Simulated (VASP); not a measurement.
Here is a VASP 6.6.1 calculation.

INCAR

```
SYSTEM = Al5Ni
ALGO     = Fast           ! electronic algorithm
EDIFF    = 1E-6           ! SCF threshold, eV
ENCUT    = 520            ! plane-wave cutoff, eV
GGA      = PE             ! functional
ISIF     = 2              ! what is computed and relaxed
ISMEAR   = 0              ! smearing method
LASPH    = .True.         ! aspherical terms in the spheres
LCHARG   = .False.        ! write CHGCAR
LREAL    = .False.        ! projectors in reciprocal space
LWAVE    = .False.        ! write WAVECAR
NBANDS   = 22             ! bands
NELM     = 80             ! most SCF steps
PREC     = Accurate       ! precision mode
SIGMA    = 0.1            ! smearing width, eV
```

The input KPOINTS:

```
k-points
0
Gamma
  18 18 4
  0 0 0
```

Contents of POSCAR:

```
Al5Ni
1.0
    2.8351942588      0.0000000000      0.0000000000
   -1.4175971294      2.4553502528      0.0000000000
    0.0000000000      0.0000000000     13.1309351612
Al Ni
5 1
Direct
    0.3333333333      0.6666666667      0.6807240545
    0.3333333333      0.6666666667      0.3192759455
    0.6666666667      0.3333333333      0.8586691656
    0.6666666667      0.3333333333      0.1413308344
    0.6666666667      0.3333333333      0.5000000000
    0.3333333333      0.6666666667      0.0000000000
```

Potentials or basis: VASP PAW PBE potentials, release 64 (Al, Ni).

Run with:

```sh
$ cat potpaw_PBE.64/Al/POTCAR potpaw_PBE.64/Ni/POTCAR > POTCAR
$ mpirun -np 1 vasp_std > vasp.out
```

(1) What does it give for the pressure?

(2) Predict the largest force.

(3) Predict the band gap on the k mesh.

Answers

(1) -0.2 GPa.

(2) 0.004 eV/Å.

(3) zero (an odd number of electrons rules out a gap without spin polarisation).
